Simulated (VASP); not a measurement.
A run of VASP 6.6.1:

Contents of INCAR:

```
SYSTEM = OsPdC4N4
PREC = Accurate ; ENCUT = 700
EDIFF = 1E-6 ; ISMEAR = 0
SIGMA = 0.1 ; LREAL = .False.
LASPH = .True. ; NELM = 200
ALGO = Normal ; ISIF = 2
LWAVE = .False. ; LCHARG = .True.
ISPIN = 2 ; MAGMOM = 0 1 0 0 0 0 0 0 0 0
LORBIT = 11 ; LMAXMIX = 4
GGA = PE ; LELF = .True.
LVHAR = .True. ; NBANDS = 50
GGA_COMPAT = .False.
```

The input KPOINTS:

```
regular mesh
0
Gamma
  4 4 4
  0 0 0
```

The input POSCAR:

```
OsPdC4N4
1.0
    5.9646158655      0.0000000000      0.0000000000
    0.0000000000      5.9646158655      0.0000000000
    0.0000000000      0.0000000000      5.9646158655
Pd Os C N
1 1 4 4
Direct
    0.5000000000      0.5000000000      0.5000000000
    0.0000000000      0.0000000000      0.0000000000
    0.1857230853      0.1857230853      0.1857230853
    0.1857230853      0.8142769147      0.8142769147
    0.8142769147      0.1857230853      0.8142769147
    0.8142769147      0.8142769147      0.1857230853
    0.3005482740      0.3005482740      0.3005482740
    0.3005482740      0.6994517260      0.6994517260
    0.6994517260      0.3005482740      0.6994517260
    0.6994517260      0.6994517260      0.3005482740
```

Potentials or basis: VASP PAW PBE potentials, release 64 (Pd_sv_GW, Os_sv_GW, C, N).

Run with:

```console
$ cat potpaw_PBE.64/Pd_sv_GW/POTCAR potpaw_PBE.64/Os_sv_GW/POTCAR potpaw_PBE.64/C/POTCAR potpaw_PBE.64/N/POTCAR > POTCAR
$ mpirun -np 1 vasp_std > vasp.out
```

Hardware: 1 thread of Intel(R) Xeon(R) Platinum 8488C (Sapphire Rapids), on a shared host.

Estimate the wall time of this run.

It took 11 min on 1 thread of Intel(R) Xeon(R) Platinum 8488C (Sapphire Rapids), on a shared host, peak memory 0.69 GiB. Counts: scf iterations 24, k points 10.
